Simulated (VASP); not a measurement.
# Sn (Fd-3m) in VASP: a series of runs

Runs on Sn. Level: r2SCAN. Tasks: single point.

Program: VASP 6.6.1. These are calculated values, not measurements. Logs are shortened: lines on timing, memory, paths and dates and some standing lists are left out, and cuts for length are marked.

## (1) The cell of the first run

The structure is cubic, space group Fd-3m (No. 227). Conventional cell: a = 6.565 Å, b = 6.565 Å, c = 6.565 Å, α = 90.00°, β = 90.00°, γ = 90.00°. Sn (site symmetry -43m) has 4 Sn at 2.84 Å within 3.7 Å.

This isn't the form of Sn at room conditions, which is tetragonal (white tin).

## (2) Single point, r2SCAN

Contents of POSCAR:

```
Sn
1.0
    0.0000000000      3.2827245663      3.2827245663
    3.2827245663      0.0000000000      3.2827245663
    3.2827245663      3.2827245663      0.0000000000
Sn
2
Direct
    0.7500000000      0.7500000000      0.7500000000
    0.5000000000      0.5000000000      0.5000000000
```

Contents of INCAR.step1:

```
PREC = Accurate ; ENCUT = 520
ISMEAR = 0 ; SIGMA = 0.05
LREAL = F ; LASPH = T
NELM = 60 ; NBANDS = 21
GGA = PE ; ALGO = Normal
EDIFF = 1E-4 ; LWAVE = T
LCHARG = F
```

Contents of INCAR.step2:

```
PREC = Accurate ; ENCUT = 520
EDIFF = 1E-7 ; ISMEAR = 0
SIGMA = 0.05 ; LREAL = F
LASPH = T ; NELM = 60
ALGO = Normal ; ISIF = 2
LWAVE = F ; LCHARG = T
METAGGA = R2SCAN ; LMIXTAU = T
LELF = T ; LVHAR = T
NBANDS = 21 ; ISTART = 1
```

Contents of KPOINTS:

```
regular mesh
0
Gamma
  12 12 12
```

Potentials or basis: VASP PAW PBE potentials, release 64 (Sn_d).

On the command line:

```sh
$ cat potpaw_PBE.64/Sn_d/POTCAR > POTCAR
$ cp INCAR.step1 INCAR
$ mpirun -np 1 vasp_std > vasp.out
$ cp INCAR.step2 INCAR
$ mpirun -np 1 vasp_std > vasp.out
```

OUTCAR:

```text
PREC = Accurate
   ENCUT = 520
   EDIFF = 1E-7
   ISMEAR = 0
   LREAL = F
   LASPH = T
   NELM = 60
   ISIF = 2
   METAGGA = R2SCAN
   ISTART = 1

 ion  position               nearest neighbor table
   1  0.750  0.750  0.750-   2 2.84   2 2.84   2 2.84   2 2.84
   2  0.500  0.500  0.500-   1 2.84   1 2.84   1 2.84   1 2.84

  LATTYP: Found a face centered cubic cell.
 ALAT       =     6.5654491326

  Lattice vectors:

 A1 = (   0.0000000000,   3.2827245663,   3.2827245663)
 A2 = (   3.2827245663,   0.0000000000,   3.2827245663)
 A3 = (   3.2827245663,   3.2827245663,   0.0000000000)

Analysis of symmetry for initial positions (statically):
=====================================================================
 Subroutine PRICEL returns:
 Original cell was already a primitive cell.

 Routine SETGRP: Setting up the symmetry group for a
 face centered cubic supercell.

 Subroutine GETGRP returns: Found 48 space group operations
 (whereof 24 operations were pure point group operations)
 out of a pool of 48 trial point group operations.

The static configuration has the point symmetry T_d .
 The point group associated with its full space group is O_h .

Analysis of symmetry for dynamics (positions and initial velocities):
=====================================================================
 Subroutine PRICEL returns:
 Original cell was already a primitive cell.

 Routine SETGRP: Setting up the symmetry group for a
 face centered cubic supercell.

 Subroutine GETGRP returns: Found 48 space group operations
 (whereof 24 operations were pure point group operations)
 out of a pool of 48 trial point group operations.

The dynamic configuration has the point symmetry T_d .
 The point group associated with its full space group is O_h .

 Subroutine INISYM returns: Found 48 space group operations
 (whereof 24 operations are pure point group operations),
 and found     1 'primitive' translations

----------------------------------------------------------------------------------------

                                     Primitive cell

  volume of cell :      70.7511

  direct lattice vectors                    reciprocal lattice vectors
     0.000000000  3.282724566  3.282724566    -0.152312504  0.152312504  0.152312504
     3.282724566  0.000000000  3.282724566     0.152312504 -0.152312504  0.152312504
     3.282724566  3.282724566  0.000000000     0.152312504  0.152312504 -0.152312504

  length of vectors
     4.642473603  4.642473603  4.642473603     0.263812996  0.263812996  0.263812996

  position of ions in fractional coordinates (direct lattice)
     0.750000000  0.750000000  0.750000000
     0.500000000  0.500000000  0.500000000

  ion indices of the primitive-cell ions
   primitive index   ion index
                 1           1
                 2           2

----------------------------------------------------------------------------------------

 KPOINTS: regular mesh

Automatic generation of k-mesh.
 Grid dimensions read from file:
 generate k-points for:   12   12   12

 Generating k-lattice:

  Cartesian coordinates                     Fractional coordinates (reciprocal lattice)
    -0.012692709  0.012692709  0.012692709     0.083333333  0.000000000  0.000000000
     0.012692709 -0.012692709  0.012692709     0.000000000  0.083333333  0.000000000
     0.012692709  0.012692709 -0.012692709     0.000000000  0.000000000  0.083333333

  Length of vectors
     0.021984416  0.021984416  0.021984416

  Shift w.r.t. Gamma in fractional coordinates (k-lattice)
     0.000000000  0.000000000  0.000000000

 Subroutine IBZKPT returns following result:
 ===========================================

 Found     72 irreducible k-points:

 Following reciprocal coordinates:
            Coordinates               Weight
  0.000000  0.000000  0.000000      1.000000
  0.083333  0.000000  0.000000      8.000000
  0.166667  0.000000  0.000000      8.000000
  0.250000  0.000000  0.000000      8.000000
  0.333333  0.000000  0.000000      8.000000
  0.416667  0.000000  0.000000      8.000000
[... 16 lines left out ...]
  0.500000  0.166667  0.000000     24.000000
 -0.416667  0.166667  0.000000     24.000000
 [... further k-points ...]
   k-points           NKPTS =     72   k-points in BZ     NKDIM =     72   number of bands    NBANDS=     21
   number of dos      NEDOS =    301   number of ions     NIONS =      2
   total plane-waves  NPLWV =  46656
   dimension x,y,z NGX =    36 NGY =   36 NGZ =   36
   dimension x,y,z NGXF=    72 NGYF=   72 NGZF=   72
   ions per type =               2
   NGX,Y,Z   is equivalent  to a cutoff of  12.89, 12.89, 12.89 a.u.
   NGXF,Y,Z  is equivalent  to a cutoff of  25.78, 25.78, 25.78 a.u.
 SYSTEM =  unknown system
   PREC   = accura    normal or accurate (medium, high low for compatibility)
   ISTART =      1    job   : 0-new  1-cont  2-samecut
   ICHARG =      0    charge: 1-file 2-atom 10-const
   ISPIN  =      1    spin polarized calculation?
   LNONCOLLINEAR =      F non collinear calculations
   LSORBIT =      F    spin-orbit coupling
   LASPH  =      T    aspherical Exc in radial PAW
   ENCUT  =  520.0 eV  38.22 Ry    6.18 a.u.   8.63  8.63  8.63*2*pi/ulx,y,z
   NELM   =     60;   NELMIN=  2; NELMDL=  0     # of ELM steps
   EDIFF  = 0.1E-06   stopping-criterion for ELM
   LREAL  =      F    real-space projection
   EDIFFG = 0.1E-05   stopping-criterion for IOM
   NSW    =      0    number of steps for IOM
   IBRION =     -1    ionic relax: 0-MD 1-quasi-New 2-CG
   NFREE  =      0    steps in history (QN), initial steepest desc. (CG)
   ISIF   =      2    stress and relaxation
   ISYM   =      2    0-nonsym 1-usesym 2-fastsym
   POTIM  = 0.5000    time-step for ionic-motion
   TEBEG  =    0.0;   TEEND  =   0.0 temperature during run
   PSTRESS=    0.0 pullay stress
   NELECT =      28.0000    total number of electrons
   NUPDOWN=      -1.0000    fix difference up-down
   EMIN   =  10.00;   EMAX   =-10.00  energy-range for DOS
   EFERMI =   0.00;   METHOD = LEGACY
   ISMEAR =     0;   SIGMA  =   0.05  broadening in eV -4-tet -1-fermi 0-gaus
   EFERMI_NEDOS =   21; number of points for ismear=-14 and -15
   IALGO  =     38    algorithm
   IMIX   =      4    mixing-type and parameters
     AMIX     =   0.40;   BMIX     =  1.00
     AMIX_MAG =   1.60;   BMIX_MAG =  1.00
  volume/ion in A,a.u.               =      35.38       238.73
  Fermi-wavevector in a.u.,A,eV,Ry     =   1.201941  2.271339 19.655814  1.444662
  Thomas-Fermi vector in A             =   2.337736
   LORBIT       =      0    0 simple, 1 ext, 2 COOP (PROOUT), +10 PAW based schemes
   METAGGA = R2SCAN    functional components
   LHFCALC =     F    Hartree Fock is set to
   AEXX    =    0.0000 exact exchange contribution
   IVDW    =     0    specifies the selected vdW correction
   LEPSILON=     F    determine dielectric tensor
   LRPA    =     F    only Hartree local field effects (RPA)
 non-spin polarized calculation
 Gauss-broadening in eV      SIGMA  =   0.05
  energy-cutoff  :      520.00
  volume of cell :       70.75
 maximum number of plane-waves:      1932
   NGX = 17   NGY = 17   NGZ = 17

 number of electron      27.9999984 magnetization

 Free energy of the ion-electron system (eV)
  ---------------------------------------------------
  ext. energy  EPLUGINS =         0.00000000
  ---------------------------------------------------
  free energy    TOTEN  =       -49.49538428 eV

  energy without entropy =      -49.49531278  energy(sigma->0) =      -49.49534853

 E-fermi :   5.2244     XC(G=0):  -9.4278

 val. band max:        5.2177531158   @ k =   0.0000   0.0000   0.0000
 cond. band min:       5.2783267798   @ k =   0.5000   0.0000   0.0000
 fundamental gap:      0.0605736641
 Fermi energy:         5.2243688606

 k-point     1 :       0.0000    0.0000    0.0000
  band No.  band energies     occupation
      1     -17.1235      2.00000
      2     -17.1235      2.00000
      3     -17.1235      2.00000
      4     -17.0617      2.00000
      5     -17.0617      2.00000
      6     -16.7663      2.00000
[... 13 lines left out ...]
     20      13.3932      0.00000
     21      13.3932      0.00000

 k-point     2 :       0.0833    0.0000    0.0000
  band No.  band energies     occupation
      1     -17.1288      2.00000
      2     -17.1288      2.00000
      3     -17.1219      2.00000
      4     -17.0544      2.00000
      5     -17.0544      2.00000
      6     -16.7768      2.00000
[... 13 lines left out ...]
     20      12.8530      0.00000
     21      12.8531      0.00000

 k-point     3 :       0.1667    0.0000    0.0000
  band No.  band energies     occupation
      1     -17.1390      2.00000
      2     -17.1390      2.00000
      3     -17.1174      2.00000
      4     -17.0389      2.00000
      5     -17.0389      2.00000
      6     -16.7917      2.00000
[... 13 lines left out ...]
     20      12.4028      0.00000
     21      12.4028      0.00000

 k-point     4 :       0.2500    0.0000    0.0000
  band No.  band energies     occupation
      1     -17.1482      2.00000
      2     -17.1482      2.00000
      3     -17.1110      2.00000
      4     -17.0232      2.00000
      5     -17.0232      2.00000
      6     -16.8044      2.00000
[... 13 lines left out ...]
     20      12.3691      0.00000
     21      12.3691      0.00000

 k-point     5 :       0.3333    0.0000    0.0000
  band No.  band energies     occupation
      1     -17.1544      2.00000
      2     -17.1544      2.00000
      3     -17.1045      2.00000
      4     -17.0114      2.00000
      5     -17.0114      2.00000
      6     -16.8129      2.00000
[... 13 lines left out ...]
     20      12.8255      0.00000
     21      12.8255      0.00000
[... 382 lines left out ...]
     20      13.2343      0.00000
     21      13.8420      0.00000

 k-point    22 :       0.4167    0.1667    0.0000
  band No.  band energies     occupation
      1     -17.1749      2.00000
      2     -17.1592      2.00000
      3     -17.0872      2.00000
      4     -16.9974      2.00000
      5     -16.9706      2.00000
      6     -16.8779      2.00000
[... 13 lines left out ...]
     20      13.7642      0.00000
     21      14.4384      0.00000

 k-point    23 :       0.5000    0.1667    0.0000
  band No.  band energies     occupation
      1     -17.1809      2.00000
      2     -17.1639      2.00000
      3     -17.0723      2.00000
      4     -16.9851      2.00000
      5     -16.9745      2.00000
      6     -16.8692      2.00000
[... 13 lines left out ...]
     20      14.2361      0.00000
     21      14.4524      0.00000

 k-point    24 :      -0.4167    0.1667    0.0000
  band No.  band energies     occupation
      1     -17.1816      2.00000
      2     -17.1666      2.00000
      3     -17.0652      2.00000
      4     -16.9864      2.00000
      5     -16.9765      2.00000
      6     -16.8509      2.00000
[... 13 lines left out ...]
     20      13.3495      0.00000
     21      13.6330      0.00000

 [... further k-points ...]

------------------------ aborting loop because EDIFF is reached ----------------------------------------

  FORCE on cell =-STRESS in cart. coord.  units (eV):
  Direction    XX          YY          ZZ          XY          YZ          ZX
  --------------------------------------------------------------------------------------
  -------------------------------------------------------------------------------------
  Total       -0.0069559     -0.0069559     -0.0069559      0.0000000      0.0000000     -0.0000000
  in kB       -0.1575176     -0.1575176     -0.1575176      0.0000000      0.0000000     -0.0000000
  external PRESSURE =      -0.1575176 kB  Pullay stress =       0.0000000 kB

 VOLUME and BASIS-vectors are now :
 -----------------------------------------------------------------------------
  energy-cutoff  :      520.00
  volume of cell :       70.75
      direct lattice vectors                 reciprocal lattice vectors
     0.000000000  3.282724566  3.282724566    -0.152312504  0.152312504  0.152312504
     3.282724566  0.000000000  3.282724566     0.152312504 -0.152312504  0.152312504
     3.282724566  3.282724566  0.000000000     0.152312504  0.152312504 -0.152312504

 POSITION                                       TOTAL-FORCE (eV/Angst)
 -----------------------------------------------------------------------------------
      4.92409      4.92409      4.92409        -0.000000     -0.000000     -0.000000
      3.28272      3.28272      3.28272         0.000000      0.000000      0.000000
 -----------------------------------------------------------------------------------
    total drift:                                0.000000      0.000000      0.000000

  FREE ENERGIE OF THE ION-ELECTRON SYSTEM (eV)
  ---------------------------------------------------
  free  energy   TOTEN  =       -49.4953842803 eV

  energy  without entropy=      -49.4953127763  energy(sigma->0) =      -49.49534853
```

Wall time 4 min (1 thread of Intel Xeon Platinum 8488C (Sapphire Rapids), shared host); peak memory 0.27 GiB.

What came out:

- Free energy: -49.4954 eV
- Pressure: 0.0 GPa
- Band gap on the k mesh: zero (filled and empty bands touch)

Levels at points of the mesh, in eV from the Fermi level:
```
           k point  band 11  band 12  band 13  band 14  band 15  band 16  band 17  band 18
(0.00, 0.00, 0.00)   -10.91    -0.63    -0.01    -0.01    -0.01     2.21     2.21     2.21
(0.50, 0.00, 0.00)    -9.26    -6.47    -1.23    -1.23     0.05     3.34     3.34     5.95
(0.50, 0.50, 0.00)    -7.75    -7.75    -2.57    -2.57     0.94     0.94     7.92     7.92
```

Caveat: the PAW data sets were made with another functional, which shifts forces and pressure a little; spin-orbit coupling is left out, which moves the levels of the heavy elements.

## (3) Single point, r2SCAN (36.48 Å³/atom)

This run uses another cell than the first one, of 36.48 Å³/atom.

Contents of POSCAR:

```
Sn
1.0
    0.0000000000      3.3163875207      3.3163875207
    3.3163875207      0.0000000000      3.3163875207
    3.3163875207      3.3163875207      0.0000000000
Sn
2
Direct
    0.7500000000      0.7500000000      0.7500000000
    0.5000000000      0.5000000000      0.5000000000
```

Contents of INCAR.step1:

```
PREC = Accurate
ENCUT = 520
ISMEAR = 0
SIGMA = 0.05
LREAL = F
LASPH = T
NELM = 100
NBANDS = 21
GGA = PE
ALGO = Normal
EDIFF = 1E-4
LWAVE = T
LCHARG = F
```

Contents of INCAR.step2:

```
PREC = Accurate
ENCUT = 520
EDIFF = 1E-7
ISMEAR = 0
SIGMA = 0.05
LREAL = F
LASPH = T
NELM = 100
ALGO = Normal
ISIF = 2
LWAVE = F
LCHARG = F
METAGGA = R2SCAN
LMIXTAU = T
NBANDS = 21
ISTART = 1
```

KPOINTS is that of step 2.

Potentials or basis: VASP PAW PBE potentials, release 64 (Sn_d).

On the command line:

```sh
$ cat potpaw_PBE.64/Sn_d/POTCAR > POTCAR
$ cp INCAR.step1 INCAR
$ mpirun -np 1 vasp_std > vasp.out
$ cp INCAR.step2 INCAR
$ mpirun -np 1 vasp_std > vasp.out
```

It took 3.9 min on 1 thread of Intel Xeon Platinum 8488C (Sapphire Rapids), shared host; peak memory 0.26 GiB.

The run converged. Its results:

- Free energy: -49.4874 eV
- Pressure: -1.2 GPa
- Band gap on the k mesh: zero (filled and empty bands overlap)

Levels at points of the mesh, in eV from the Fermi level:
```csv
k point,band 10,band 11,band 12,band 13,band 14,band 15,band 16,band 17,band 18,band 19
"(0.00, 0.00, 0.00)",-21.92,-10.67,-0.81,0.03,0.03,0.03,2.23,2.23,2.23,5.35
"(0.50, 0.00, 0.00)",-21.88,-9.09,-6.33,-1.15,-1.15,0.02,3.36,3.36,5.99,8.63
"(0.50, 0.50, 0.00)",-21.87,-7.62,-7.62,-2.44,-2.44,1.00,1.00,7.75,7.75,9.37
```

Caveat: the PAW data sets were made with another functional, which shifts forces and pressure a little; spin-orbit coupling is left out, which moves the levels of the heavy elements.
